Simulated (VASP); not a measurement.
A run of VASP 6.6.1 is set up as follows.

Contents of INCAR:

```
SYSTEM = K2S
PREC = Accurate
ENCUT = 400
EDIFF = 1E-8
ISMEAR = -1
SIGMA = 0.03
LREAL = .FALSE.
LASPH = .TRUE.
NELM = 120
ALGO = Normal
ISIF = 2
LWAVE = .FALSE.
LCHARG = .FALSE.
GGA = PS
LEFG = .TRUE.
NBANDS = 19
GGA_COMPAT = .FALSE.
```

Contents of KPOINTS:

```
regular mesh
0
G
  7 7 7
  0 0 0
```

Contents of POSCAR:

```
K2S
1.0
    0.0000000000      2.7228676806      2.7228676806
    2.7228676806      0.0000000000      2.7228676806
    2.7228676806      2.7228676806      0.0000000000
K S
2 1
Direct
    0.2500000000      0.2500000000      0.2500000000
    0.7500000000      0.7500000000      0.7500000000
    0.0000000000      0.0000000000      0.0000000000
```

Potentials or basis: VASP PAW PBE potentials, release 64 (K_sv, S).

Launch:

```bash
$ cat potpaw_PBE.64/K_sv/POTCAR potpaw_PBE.64/S/POTCAR > POTCAR
$ mpirun -np 1 vasp_std > vasp.out
```

(1) What does it give for the band gap on the k mesh?

(2) What does it give for the pressure?

Results:

(1) 2.21 eV (least direct gap 2.23 eV).

(2) 117.5 GPa.

Caveat: the cell stands under pressure; the PAW data sets were made with another functional, which shifts forces and pressure a little; an odd mesh through Γ misses points on the zone boundary, where band edges can lie.
